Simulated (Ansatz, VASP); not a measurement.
# CdS in VASP and in Ansatz

```
CELL_PARAMETERS angstrom
0.00000 2.77245 2.77245
2.77245 0.00000 2.77245
2.77245 2.77245 0.00000
ATOMIC_POSITIONS crystal
Cd 0.99151 0.00849 0.00849
S 0.52978 0.47022 0.47022
```

Change from the starting cell: mode 4 frozen in at -0.162 Å, equal normal strain along x, y and z +0.0167.

Alike in both runs: task single point; functional r2SCAN; k mesh 8 × 8 × 8; occupations gaussian, width 0.05 eV; no spin polarisation.

|  | VASP | Ansatz |
| --- | --- | --- |
| version | VASP 6.6.1 | Ansatz 0.2.0 |
| potentials or method | VASP PAW PBE potentials, release 64 (Cd, S), cutoff 520 eV | scalar-relativistic, plane waves, PAW |
| valence electrons in the cell | 18 | 26 |

|  | VASP | Ansatz | Ansatz less VASP |
| --- | --- | --- | --- |
| gap on the k mesh at the Fermi level (eV) | 0.81 | 0.83 | +0.023 |
| least direct gap on the mesh (eV) | 1.97 | 2.00 | +0.030 |
| pressure (GPa) | -2.1 | -2.5 | -0.39 |
| traceless stress, the component that is largest in VASP (GPa) | 2.64 | 2.58 | -0.064 |
| rms of the force components (eV/Å) | 0.216 | 0.206 | -0.0105 |

VASP's potentials were made for PBE, not for r2SCAN. Atom by atom the forces differ by 0.011 eV/Å (rms over components). With one functional, cell and mesh, what is left measures potentials, basis and numerics. VASP's potentials hold 18 valence electrons a cell and Ansatz's 26, so a difference there can come from the potentials and not from the codes.
